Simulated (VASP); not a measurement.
# Ge2H in VASP: further runs

Ge2H is run at these levels: PBE+D3(BJ); tasks: single point.

All numbers are computed with VASP 6.6.1; they aren't measurements. Logs are shortened: lines on timing, memory, paths and dates and some standing lists are left out, and cuts for length are marked.

## Step 1: The cell of the first run

The cell holds a slab with vacuum, 3 atoms: a = 4.023 Å, b = 4.023 Å, c = 17.684 Å, α = 90.00°, β = 90.00°, γ = 120.00°.

## Step 2: Single point, PBE+D3(BJ), collinear spin

The input, INCAR:

```
PREC = Accurate
ENCUT = 520
EDIFF = 1E-6
ISMEAR = 0
SIGMA = 0.1
LREAL = False
LASPH = True
NELM = 150
ALGO = Normal
ISIF = 2
LWAVE = False
LCHARG = False
ISPIN = 2
MAGMOM = 0 0 1
LORBIT = 11
LDIPOL = True
IDIPOL = 3
DIPOL = 0.5 0.5 0.265
GGA = PE
IVDW = 12
NBANDS = 26
```

The input, KPOINTS:

```
Automatic mesh
0
Gamma
  9 9 1
```

The input, POSCAR:

```
Ge2H
1.0
    4.0226895460      0.0000000000      0.0000000000
   -2.0113447730      3.4837513384      0.0000000000
    0.0000000000      0.0000000000     17.6842610184
Ge H
2 1
Direct
    0.3333333333      0.6666666667      0.2648830513
    0.6666666667      0.3333333333      0.2261898304
    0.5555555556      0.4444444444      0.3039007970
```

Potentials or basis: VASP PAW PBE potentials, release 64 (Ge_d, H).

Run with:

```sh
$ cat potpaw_PBE.64/Ge_d/POTCAR potpaw_PBE.64/H/POTCAR > POTCAR
$ mpirun -np 1 vasp_std > vasp.out
```

OUTCAR:

```text
PREC = Accurate
   ENCUT = 520
   EDIFF = 1E-6
   ISMEAR = 0
   LREAL = False
   LASPH = True
   NELM = 150
   ISIF = 2
   ISPIN = 2
   LORBIT = 11
   GGA = PE
   IVDW = 12
 IVDW          = 12

 ion  position               nearest neighbor table
   1  0.333  0.667  0.265-   3 1.70   2 2.42   2 2.42   2 2.42
   2  0.667  0.333  0.226-   3 1.58   1 2.42   1 2.42   1 2.42
   3  0.556  0.444  0.304-   2 1.58   1 1.70

  LATTYP: Found a hexagonal cell.
 ALAT       =     4.0226895460
 C/A-ratio  =     4.3961287134

  Lattice vectors:

 A1 = (   4.0226895460,   0.0000000000,   0.0000000000)
 A2 = (  -2.0113447730,   3.4837513384,   0.0000000000)
 A3 = (   0.0000000000,   0.0000000000,  17.6842610184)

Analysis of symmetry for initial positions (statically):
=====================================================================
 Subroutine PRICEL returns:
 Original cell was already a primitive cell.

 Routine SETGRP: Setting up the symmetry group for a
 hexagonal supercell.

 Subroutine GETGRP returns: Found  2 space group operations
 (whereof  2 operations were pure point group operations)
 out of a pool of 24 trial point group operations.

The static configuration has the point symmetry C_1h.

Analysis of symmetry for dynamics (positions and initial velocities):
=====================================================================
 Subroutine PRICEL returns:
 Original cell was already a primitive cell.

 Routine SETGRP: Setting up the symmetry group for a
 hexagonal supercell.

 Subroutine GETGRP returns: Found  2 space group operations
 (whereof  2 operations were pure point group operations)
 out of a pool of 24 trial point group operations.

The dynamic configuration has the point symmetry C_1h.

Analysis of structural, dynamic, and magnetic symmetry:
=====================================================================
 Subroutine PRICEL returns:
 Original cell was already a primitive cell.

 Routine SETGRP: Setting up the symmetry group for a
 hexagonal supercell.

 Subroutine GETGRP returns: Found  2 space group operations
 (whereof  2 operations were pure point group operations)
 out of a pool of 24 trial point group operations.

The overall configuration has the point symmetry C_1h.

 Subroutine INISYM returns: Found  2 space group operations
 (whereof  2 operations are pure point group operations),
 and found     1 'primitive' translations

----------------------------------------------------------------------------------------

                                     Primitive cell

  volume of cell :     247.8281

  direct lattice vectors                    reciprocal lattice vectors
     4.022689546  0.000000000  0.000000000     0.248589902  0.143523447  0.000000000
    -2.011344773  3.483751338  0.000000000     0.000000000  0.287046894  0.000000000
     0.000000000  0.000000000 17.684261018     0.000000000  0.000000000  0.056547458

  length of vectors
     4.022689546  4.022689546 17.684261018     0.287046894  0.287046894  0.056547458

  position of ions in fractional coordinates (direct lattice)
     0.333333333  0.666666667  0.264883051
     0.666666667  0.333333333  0.226189830
     0.555555556  0.444444444  0.303900797

  ion indices of the primitive-cell ions
   primitive index   ion index
                 1           1
                 2           2
                 3           3

----------------------------------------------------------------------------------------

 KPOINTS: Automatic mesh

Automatic generation of k-mesh.
 Grid dimensions read from file:
 generate k-points for:    9    9    1

 Generating k-lattice:

  Cartesian coordinates                     Fractional coordinates (reciprocal lattice)
     0.027621100  0.015947050  0.000000000     0.111111111  0.000000000  0.000000000
     0.000000000  0.031894099  0.000000000     0.000000000  0.111111111  0.000000000
     0.000000000  0.000000000  0.056547458     0.000000000  0.000000000  1.000000000

  Length of vectors
     0.031894099  0.031894099  0.056547458

  Shift w.r.t. Gamma in fractional coordinates (k-lattice)
     0.000000000  0.000000000  0.000000000

 Subroutine IBZKPT returns following result:
 ===========================================

 Found     25 irreducible k-points:

 Following reciprocal coordinates:
            Coordinates               Weight
  0.000000  0.000000  0.000000      1.000000
  0.111111  0.000000  0.000000      4.000000
 -0.111111  0.111111  0.000000      2.000000
  0.222222  0.000000  0.000000      4.000000
 -0.222222  0.222222  0.000000      2.000000
  0.333333  0.000000  0.000000      4.000000
[... 16 lines left out ...]
 -0.222222 -0.444444  0.000000      4.000000
  0.444444  0.333333  0.000000      4.000000
   k-points           NKPTS =     25   k-points in BZ     NKDIM =     25   number of bands    NBANDS=     26
   number of dos      NEDOS =    301   number of ions     NIONS =      3
   total plane-waves  NPLWV = 126000
   dimension x,y,z NGX =    30 NGY =   30 NGZ =  140
   dimension x,y,z NGXF=    60 NGYF=   60 NGZF=  280
   ions per type =               2   1
   NGX,Y,Z   is equivalent  to a cutoff of  12.40, 12.40, 13.16 a.u.
   NGXF,Y,Z  is equivalent  to a cutoff of  24.80, 24.80, 26.32 a.u.
 SYSTEM =  unknown system
   PREC   = accura    normal or accurate (medium, high low for compatibility)
   ISTART =      0    job   : 0-new  1-cont  2-samecut
   ICHARG =      2    charge: 1-file 2-atom 10-const
   ISPIN  =      2    spin polarized calculation?
   LNONCOLLINEAR =      F non collinear calculations
   LSORBIT =      F    spin-orbit coupling
   LASPH  =      T    aspherical Exc in radial PAW
   ENCUT  =  520.0 eV  38.22 Ry    6.18 a.u.   7.48  7.48 32.88*2*pi/ulx,y,z
   NELM   =    150;   NELMIN=  2; NELMDL= -5     # of ELM steps
   EDIFF  = 0.1E-05   stopping-criterion for ELM
   LREAL  =      F    real-space projection
   EDIFFG = 0.1E-04   stopping-criterion for IOM
   NSW    =      0    number of steps for IOM
[... 5 lines left out ...]
   TEBEG  =    0.0;   TEEND  =   0.0 temperature during run
   PSTRESS=    0.0 pullay stress
   NELECT =      29.0000    total number of electrons
   NUPDOWN=      -1.0000    fix difference up-down
   EMIN   =  10.00;   EMAX   =-10.00  energy-range for DOS
   EFERMI =   0.00;   METHOD = LEGACY
   ISMEAR =     0;   SIGMA  =   0.10  broadening in eV -4-tet -1-fermi 0-gaus
   EFERMI_NEDOS =   21; number of points for ismear=-14 and -15
   IALGO  =     38    algorithm
   IMIX   =      4    mixing-type and parameters
     AMIX     =   0.40;   BMIX     =  1.00
     AMIX_MAG =   1.60;   BMIX_MAG =  1.00
  volume/ion in A,a.u.               =      82.61       557.48
  Fermi-wavevector in a.u.,A,eV,Ry     =   0.800738  1.513176  8.723810  0.641182
  Thomas-Fermi vector in A             =   1.908092
   LORBIT       =     11    0 simple, 1 ext, 2 COOP (PROOUT), +10 PAW based schemes
   GGA     = PE    functional components
   LHFCALC =     F    Hartree Fock is set to
   AEXX    =    0.0000 exact exchange contribution
   IVDW    =    12    specifies the selected vdW correction
   LEPSILON=     F    determine dielectric tensor
   LRPA    =     F    only Hartree local field effects (RPA)
 spin polarized calculation
 Gauss-broadening in eV      SIGMA  =   0.10
  energy-cutoff  :      520.00
  volume of cell :      247.83
 maximum number of plane-waves:      6709
 NGX is ok and might be reduce to    30
   NGX = 15   NGY = 15   NGZ = 65

 dipolmoment           0.000000      0.000000      0.000006 electrons x Angstroem

 number of electron      29.0000014 magnetization       0.0000256

 dipolmoment           0.000000      0.000000     -0.006736 electrons x Angstroem

 Free energy of the ion-electron system (eV)
  ---------------------------------------------------
  ext. energy  EPLUGINS =         0.00000000
  ---------------------------------------------------
  free energy    TOTEN  =       -10.19008710 eV

  energy without entropy =      -10.18279456  energy(sigma->0) =      -10.18644083

 E-fermi :  -2.2093     XC(G=0):  -2.6407

 val. band max:       -2.2407438461   @ k =  -0.1111   0.1111   0.0000
 cond. band min:      -2.1539940147   @ k =   0.3333   0.0000   0.0000
 fundamental gap:      0.0867498314
 Fermi energy:        -2.2093054979

 spin component 1

 k-point     1 :       0.0000    0.0000    0.0000
  band No.  band energies     occupation
      1     -27.4686      1.00000
      2     -27.4186      1.00000
      3     -27.3803      1.00000
      4     -27.3279      1.00000
      5     -27.2964      1.00000
      6     -27.1997      1.00000
[... 18 lines left out ...]
     25       5.5655      0.00000
     26       6.4640      0.00000
[... 644 lines left out ...]
      4     -27.3253      1.00000
      5     -27.2752      1.00000
      6     -27.1900      1.00000
[... 18 lines left out ...]
     25       6.1107      0.00000
     26       6.2069      0.00000

 [... further k-points ...]

 spin component 2

 k-point     1 :       0.0000    0.0000    0.0000
  band No.  band energies     occupation
      1     -27.4686      1.00000
      2     -27.4186      1.00000
      3     -27.3803      1.00000
      4     -27.3279      1.00000
      5     -27.2964      1.00000
      6     -27.1997      1.00000
[... 18 lines left out ...]
     25       5.5659      0.00000
     26       6.4641      0.00000
[... 644 lines left out ...]
      4     -27.3253      1.00000
      5     -27.2752      1.00000
      6     -27.1900      1.00000
[... 18 lines left out ...]
     25       6.1118      0.00000
     26       6.2067      0.00000

 [... further k-points ...]

------------------------ aborting loop because EDIFF is reached ----------------------------------------

 vacuum level on the upper side and lower side of the slab       (xc-potential included)        -0.042         0.042

 Edisp (eV)   -0.30330

 E8    (eV) :    -0.1360

  FORCE on cell =-STRESS in cart. coord.  units (eV):
  Direction    XX          YY          ZZ          XY          YZ          ZX
  --------------------------------------------------------------------------------------
  -------------------------------------------------------------------------------------
  Total       2.88012     2.09814     3.14863    -0.67721     0.57028    -0.98775
  in kB      18.61962    13.56423    20.35550    -4.37810     3.68678    -6.38567
  external pressure =       17.51 kB  Pullay stress =        0.00 kB

 VOLUME and BASIS-vectors are now :
 -----------------------------------------------------------------------------
  energy-cutoff  :      520.00
  volume of cell :      247.83
      direct lattice vectors                 reciprocal lattice vectors
     4.022689546  0.000000000  0.000000000     0.248589902  0.143523447  0.000000000
    -2.011344773  3.483751338  0.000000000     0.000000000  0.287046894  0.000000000
     0.000000000  0.000000000 17.684261018     0.000000000  0.000000000  0.056547458

 POSITION                                       TOTAL-FORCE (eV/Angst)
 -----------------------------------------------------------------------------------
     -0.00000      2.32250      4.68426        -0.970036      0.560050      0.246110
      2.01134      1.16125      4.00000         1.205415     -0.695947     -2.435266
      1.34090      1.54833      5.37426        -0.235379      0.135896      2.189156
 -----------------------------------------------------------------------------------
    total drift:                                0.000093     -0.000054      0.001450

  FREE ENERGIE OF THE ION-ELECTRON SYSTEM (eV)
  ---------------------------------------------------
  free  energy   TOTEN  =       -10.4933881371 eV

  energy  without entropy=      -10.4860956031  energy(sigma->0) =      -10.48974187

 vacuum level on the upper side and lower side of the slab         1.721         1.807

 total charge

# of ion       s       p       d       tot
------------------------------------------
    1        1.176   1.191  10.036  12.403
    2        1.192   1.222  10.050  12.464
    3        0.556   0.026   0.000   0.582
--------------------------------------------------
tot          2.924   2.439  20.086  25.448

 magnetization (x)

# of ion       s       p       d       tot
------------------------------------------
    1        0.000   0.000   0.000   0.000
    2        0.000   0.000   0.000   0.000
    3        0.000   0.000   0.000   0.000
--------------------------------------------------
tot          0.000   0.000   0.000   0.000
```

Wall time 4.5 min (1 thread of Intel Xeon 6975P-C (Granite Rapids), shared host); peak memory 0.57 GiB.

What came out:

```
Free energy                                           : -10.4934 eV
Largest force                                         : 2.805 eV/Å
Net moment                                            : 0.00 μB per cell
Valence electrons inside the program's atomic spheres : Ge 12.40, 12.46; H 0.58
Dispersion energy per atom                            : -0.101 eV
```

Forces on the atoms (eV/Å):
```
Ge  -0.970  0.560  0.246
Ge   1.205 -0.696 -2.435
H   -0.235  0.136  2.189
```

## Step 3: Single point, PBE+D3(BJ), collinear spin

The input, INCAR:

```
SYSTEM = Ge2H
PREC = Accurate ; ENCUT = 520
EDIFF = 1E-7 ; ISMEAR = 0
SIGMA = 0.1 ; LREAL = .FALSE.
LASPH = .TRUE. ; NELM = 150
ALGO = Normal ; ISIF = 2
LWAVE = .FALSE. ; LCHARG = .FALSE.
ISPIN = 2 ; MAGMOM = 0 0 1
LORBIT = 11 ; LDIPOL = .TRUE.
IDIPOL = 3 ; DIPOL = 0.5 0.5 0.283
GGA = PE ; IVDW = 12
NBANDS = 26
```

The input, KPOINTS:

```
Automatic mesh
0
G
  9 9 1
  0 0 0
```

POSCAR: that of step 2 with these lines changed.

```diff
@@ -10,2 +10,2 @@
     0.6666666667      0.3333333333      0.2261898304
-    0.5555555556      0.4444444444      0.3039007970
+    0.5555555556      0.4444444444      0.3593173055
```

Potentials or basis: VASP PAW PBE potentials, release 64 (Ge_d, H).

Run with:

```sh
$ cat potpaw_PBE.64/Ge_d/POTCAR potpaw_PBE.64/H/POTCAR > POTCAR
$ mpirun -np 1 vasp_std > vasp.out
```

Run time: 5.6 min. Hardware: 1 thread of Intel Xeon 6975P-C (Granite Rapids), shared host; peak memory 0.58 GiB.

It converged, with:

| Property | Result |
| --- | --- |
| Free energy | -10.1206 eV |
| Largest force | 1.415 eV/Å |
| Net moment | 0.44 μB per cell |
| Site moments | Ge +0.04, +0.05; H +0.11 μB |
| Valence electrons inside the program's atomic spheres | Ge 12.32, 12.33; H 0.41 |
| Dispersion energy per atom | -0.130 eV |

Forces in eV/Å, atoms in the order of the input:
```
Ge   0.510 -0.295  1.086
Ge   0.151 -0.087  0.106
H   -0.661  0.382 -1.192
```

Levels at points of the mesh, in eV from the Fermi level:
Spin up:
```tsv
k point	band 13	band 14	band 15	band 16	band 17	band 18
(0.00, 0.00, 0.00)	-1.67	-0.95	-0.72	0.62	3.22	3.38
```
Spin down:
```csv
k point,band 10,band 11,band 12,band 13,band 14,band 15,band 16,band 17,band 18,band 19
"(0.00, 0.00, 0.00)",-24.70,-11.81,-4.49,-1.36,-0.88,-0.50,0.85,3.44,3.44,3.55
```

Caveat: a moment this small can come from the mesh or the smearing.
